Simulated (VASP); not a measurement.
GaP: single point with PBE

The system is GaP.

```
Ga P
1.0
     0.00000    2.83426    2.83426
     2.83426    0.00000    2.83426
     2.83426    2.83426    0.00000
Ga P
1 1
Direct
  0.00000 0.00000 0.00000
  0.75000 0.75000 0.75000
```

This cell differs from its parent crystal: strain +0.040 along x and y, +0.040 along z.

```
Program                : VASP 6.6.1
Task                   : single point
Functional             : PBE
Potentials or basis    : VASP PAW PBE potentials, release 64 (Ga_d, P)
Cutoff                 : 520 eV
k mesh                 : 8 × 8 × 8
Occupations            : gaussian, width 0.05 eV
Spin                   : no spin polarisation
Dipole correction      : no
Further INCAR settings : ALGO = Normal; EDIFF = 1e-06; NBANDS = 16
```

The pressure is -5.5 GPa. The band gap on the k mesh is 0.88 eV, direct.

Levels at points of the mesh, in eV from the valence-band top:
```
           k point  band 5  band 6  band 7  band 8  band 9  band 10  band 11  band 12  band 13  band 14
(0.00, 0.00, 0.00)  -14.33  -11.67    0.00    0.00    0.00     0.88     3.90     3.90     3.90     8.32
(0.50, 0.00, 0.00)  -14.33   -9.96   -6.02   -0.96   -0.96     1.32     4.73     4.73     8.00    10.11
(0.50, 0.50, 0.00)  -14.32   -9.22   -6.24   -2.30   -2.30     1.88     1.89     9.72     9.72    10.18
```

It took 14 s on 1 thread of AMD EPYC 7R13 Processor (Zen 3), with other jobs on the host, peak memory 0.14 GiB.

Caveat: the cell differs from its parent crystal (strain +0.040 along x and y, +0.040 along z). A k mesh can miss the band edges.
